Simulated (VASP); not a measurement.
# HoHgF4 (Cmmm) in VASP: a series of runs, part 2 of 2

VASP 6.6.1.

**3. Single point, PBE**

This run uses another cell than the first one, of 20.37 Å³/atom.

Contents of INCAR:

```
PREC     = Accurate       # precision mode
ENCUT    = 600            # plane-wave cutoff, eV
EDIFF    = 1E-6           # SCF threshold, eV
ISMEAR   = 0              # smearing method
SIGMA    = 0.1            # smearing width, eV
LREAL    = F              # projectors in reciprocal space
LASPH    = T              # aspherical terms in the spheres
NELM     = 200            # most SCF steps
ALGO     = Normal         # electronic algorithm
ISIF     = 2              # what is computed and relaxed
LWAVE    = F              # write WAVECAR
LCHARG   = F              # write CHGCAR
GGA      = PE             # functional
NBANDS   = 34             # bands
GGA_COMPAT= F            
LMAXMIX  = 6              # l up to which the mixer works
```

Contents of KPOINTS:

```
regular mesh
0
Gamma
  6 6 12
```

Contents of POSCAR:

```
HoHgF4
1.0
    4.0557289581     -4.3380905662      0.0000000000
    4.0557289581      4.3380905662      0.0000000000
    0.0000000000      0.0000000000      3.4735189118
Ho Hg F
1 1 4
Direct
    0.0000000000      0.0000000000      0.0000000000
    0.5000000000      0.5000000000      0.5000000000
    0.7361052887      0.7361052887      0.0000000000
    0.8446372947      0.1553627053      0.5000000000
    0.1553627053      0.8446372947      0.5000000000
    0.2638947113      0.2638947113      0.0000000000
```

Potentials or basis: VASP PAW PBE potentials, release 64 (Ho_3, Hg, F), 4f in core.

Command:

```sh
cat potpaw_PBE.64/Ho_3/POTCAR potpaw_PBE.64/Hg/POTCAR potpaw_PBE.64/F/POTCAR > POTCAR
mpirun -np 1 vasp_std > vasp.out
```

OUTCAR:

```text
PREC = Accurate
   ENCUT = 600
   EDIFF = 1E-6
   ISMEAR = 0
   LREAL = F
   LASPH = T
   NELM = 200
   ISIF = 2
   GGA = PE

 ion  position               nearest neighbor table
   1  0.000  0.000  0.000-   3 2.14   6 2.14   5 2.20   4 2.20   4 2.20   5 2.20
   2  0.500  0.500  0.500-   3 2.59   6 2.59   3 2.59   6 2.59
   3  0.736  0.736  0.000-   1 2.14   2 2.59   2 2.59
   4  0.845  0.155  0.500-   1 2.20   1 2.20
   5  0.155  0.845  0.500-   1 2.20   1 2.20
   6  0.264  0.264  0.000-   1 2.14   2 2.59   2 2.59

  LATTYP: Found a base centered orthorhombic cell.
 ALAT       =     8.1114579162
 B/A-ratio  =     1.0696204335
 C/A-ratio  =     0.4282237481

  Lattice vectors:

 A1 = (   4.0557289581,  -4.3380905662,   0.0000000000)
 A2 = (   4.0557289581,   4.3380905662,   0.0000000000)
 A3 = (   0.0000000000,   0.0000000000,   3.4735189118)

Analysis of symmetry for initial positions (statically):
=====================================================================
 Subroutine PRICEL returns:
 Original cell was already a primitive cell.

 Routine SETGRP: Setting up the symmetry group for a
 base centered orthorhombic supercell.

 Subroutine GETGRP returns: Found  8 space group operations
 (whereof  8 operations were pure point group operations)
 out of a pool of  8 trial point group operations.

The static configuration has the point symmetry D_2h.

Analysis of symmetry for dynamics (positions and initial velocities):
=====================================================================
 Subroutine PRICEL returns:
 Original cell was already a primitive cell.

 Routine SETGRP: Setting up the symmetry group for a
 base centered orthorhombic supercell.

 Subroutine GETGRP returns: Found  8 space group operations
 (whereof  8 operations were pure point group operations)
 out of a pool of  8 trial point group operations.

[... 121 lines left out ...]
   EMIN   =  10.00;   EMAX   =-10.00  energy-range for DOS
   EFERMI =   0.00;   METHOD = LEGACY
   ISMEAR =     0;   SIGMA  =   0.10  broadening in eV -4-tet -1-fermi 0-gaus
   EFERMI_NEDOS =   21; number of points for ismear=-14 and -15
   IALGO  =     38    algorithm
   IMIX   =      4    mixing-type and parameters
     AMIX     =   0.40;   BMIX     =  1.00
     AMIX_MAG =   1.60;   BMIX_MAG =  1.00
  volume/ion in A,a.u.               =      20.37       137.47
  Fermi-wavevector in a.u.,A,eV,Ry     =   1.207122  2.281130 19.825637  1.457143
  Thomas-Fermi vector in A             =   2.342769
   LORBIT       =      0    0 simple, 1 ext, 2 COOP (PROOUT), +10 PAW based schemes
   GGA     = PE    functional components
   LHFCALC =     F    Hartree Fock is set to
   AEXX    =    0.0000 exact exchange contribution
   IVDW    =     0    specifies the selected vdW correction
   LEPSILON=     F    determine dielectric tensor
   LRPA    =     F    only Hartree local field effects (RPA)
 non-spin polarized calculation
 Gauss-broadening in eV      SIGMA  =   0.10
  energy-cutoff  :      600.00
  volume of cell :      122.23
 maximum number of plane-waves:      4118
   NGX = 23   NGY = 23   NGZ = 13

 number of electron      48.9999984 magnetization

 Free energy of the ion-electron system (eV)
  ---------------------------------------------------
  ext. energy  EPLUGINS =         0.00000000
  ---------------------------------------------------
  free energy    TOTEN  =       -29.53283053 eV

  energy without entropy =      -29.52688513  energy(sigma->0) =      -29.52985783

 E-fermi :  -0.6714     XC(G=0):  -8.2025

 val. band max:       -0.6979986525   @ k =   0.5000   0.3333   0.2500
 cond. band min:      -0.6611104787   @ k =   0.1667   0.1667   0.2500
 fundamental gap:      0.0368881738
 Fermi energy:        -0.6713855180

 k-point     1 :       0.0000    0.0000    0.0000
  band No.  band energies     occupation
      1     -25.1014      2.00000
      2     -24.6858      2.00000
      3     -23.8288      2.00000
      4     -23.4087      2.00000
      5     -22.9718      2.00000
      6     -21.8443      2.00000
[... 877 lines left out ...]
     33       8.7196      0.00000
     34       9.0982      0.00000

 [... further k-points ...]
[... 5 lines left out ...]
  --------------------------------------------------------------------------------------
  -------------------------------------------------------------------------------------
  Total        0.5391726      0.1755849      0.5448331     -0.0000000      0.0000000      0.0000000
  in kB        7.0675873      2.3016030      7.1417862     -0.0000000      0.0000000      0.0000000
  external PRESSURE =       5.5036588 kB  Pullay stress =       0.0000000 kB

 VOLUME and BASIS-vectors are now :
 -----------------------------------------------------------------------------
  energy-cutoff  :      600.00
  volume of cell :      122.23
      direct lattice vectors                 reciprocal lattice vectors
     4.055728958 -4.338090566  0.000000000     0.123282400 -0.115258082  0.000000000
     4.055728958  4.338090566  0.000000000     0.123282400  0.115258082  0.000000000
     0.000000000  0.000000000  3.473518912     0.000000000  0.000000000  0.287892488

 POSITION                                       TOTAL-FORCE (eV/Angst)
 -----------------------------------------------------------------------------------
      0.00000      0.00000      0.00000        -0.000000      0.000000      0.000000
      4.05573      0.00000      1.73676        -0.000000     -0.000000      0.000000
      5.97089      0.00000      0.00000        -0.153265      0.000000     -0.000000
      4.05573     -2.99014      1.73676        -0.000000      0.137394      0.000000
      4.05573      2.99014      1.73676        -0.000000     -0.137394      0.000000
      2.14057      0.00000      0.00000         0.153265      0.000000      0.000000
 -----------------------------------------------------------------------------------
    total drift:                                0.000000      0.000000      0.000000

  FREE ENERGIE OF THE ION-ELECTRON SYSTEM (eV)
  ---------------------------------------------------
  free  energy   TOTEN  =       -29.5328305311 eV

  energy  without entropy=      -29.5268851336  energy(sigma->0) =      -29.52985783
```

OSZICAR:

```text
N       E                     dE             d eps       ncg     rms          rms(c)
DAV:   1     0.645804873919E+03    0.64580E+03   -0.23488E+04  6348   0.152E+03
DAV:   2     0.342289249551E+02   -0.61158E+03   -0.57480E+03 10076   0.487E+02
DAV:   3    -0.323736834885E+02   -0.66603E+02   -0.65469E+02  9796   0.172E+02
DAV:   4    -0.336451134080E+02   -0.12714E+01   -0.12667E+01  9192   0.231E+01
DAV:   5    -0.336775617616E+02   -0.32448E-01   -0.32438E-01  8264   0.320E+00    0.316E+01
DAV:   6    -0.296958533872E+02    0.39817E+01   -0.14437E+01  9744   0.281E+01    0.240E+01
DAV:   7    -0.295644084149E+02    0.13144E+00   -0.84166E-01  9124   0.680E+00    0.123E+01
DAV:   8    -0.295246063219E+02    0.39802E-01   -0.19262E-01  8880   0.486E+00    0.751E-01
DAV:   9    -0.295308904179E+02   -0.62841E-02   -0.65462E-02  7294   0.190E+00    0.539E-01
DAV:  10    -0.295312951891E+02   -0.40477E-03   -0.16594E-03  9288   0.285E-01    0.431E-01
DAV:  11    -0.295328054393E+02   -0.15103E-02   -0.22589E-03  8816   0.455E-01    0.198E-01
DAV:  12    -0.295328057540E+02   -0.31473E-06   -0.59348E-04  8936   0.253E-01    0.767E-02
DAV:  13    -0.295328286833E+02   -0.22929E-04   -0.10201E-04  7080   0.649E-02    0.281E-02
DAV:  14    -0.295328301901E+02   -0.15068E-05   -0.23947E-05  8280   0.369E-02    0.555E-03
DAV:  15    -0.295328305311E+02   -0.34108E-06   -0.37867E-06  7576   0.139E-02
   1 F= -.29532831E+02 E0= -.29529858E+02  d E =-.594540E-02
```

Wall time 2.7 min (1 thread of Intel Xeon 6975P-C (Granite Rapids), shared host); peak memory 0.54 GiB.

Results:

```yaml
Free_energy: -29.5328 eV
Pressure: 0.6 GPa
Largest_force: 0.153 eV/Å
Band_gap_on_the_k_mesh: zero (an odd number of electrons rules out a gap without spin polarisation)
```

Forces in eV/Å, atoms in the order of the input:
```
Ho   0.000  0.000  0.000
Hg   0.000  0.000  0.000
F   -0.153  0.000  0.000
F    0.000  0.137  0.000
F    0.000 -0.137  0.000
F    0.153  0.000  0.000
```

Stress tensor (GPa, compression positive):
```
0.71 0.00 0.00
0.00 0.23 0.00
0.00 0.00 0.71
```

Levels at points of the mesh, in eV from the Fermi level:
```
           k point  band 21  band 22  band 23  band 24  band 25  band 26  band 27  band 28  band 29  band 30
(0.00, 0.00, 0.00)    -3.42    -3.40    -3.16    -2.92    -1.02     4.36     5.11     5.87     6.16     6.30
(0.50, 0.00, 0.00)    -3.46    -3.30    -3.28    -2.77    -0.35     3.73     4.87     5.58     6.20     6.29
(0.50, 0.50, 0.00)    -3.51    -3.43    -3.14    -2.93    -0.79     4.45     4.69     5.17     6.03     6.33
(0.00, 0.00, 0.50)    -3.64    -3.61    -3.19    -2.65     0.96     4.04     5.30     5.45     6.01     7.06
(0.50, 0.00, 0.50)    -3.48    -3.45    -3.44    -3.33     0.88     4.71     5.31     5.48     5.55     6.49
(0.50, 0.50, 0.50)    -3.55    -3.50    -3.26    -2.65     0.94     4.52     5.37     5.43     5.89     5.95
```

Caveat: spin-orbit coupling is left out, which moves the levels of the heavy elements; the 4f electrons are frozen in the core, so they carry no moment and show no levels; an odd number of electrons without spin polarisation forces a metal; a magnetic or distorted state may lie lower; the run has no spin polarisation, though such a crystal can be magnetic. With open d or f shells a metallic result of PBE can be an artefact of self-interaction; +U or a hybrid may open a gap.

The gap in the log of VASP goes by the Fermi energy; the results here count the filled bands.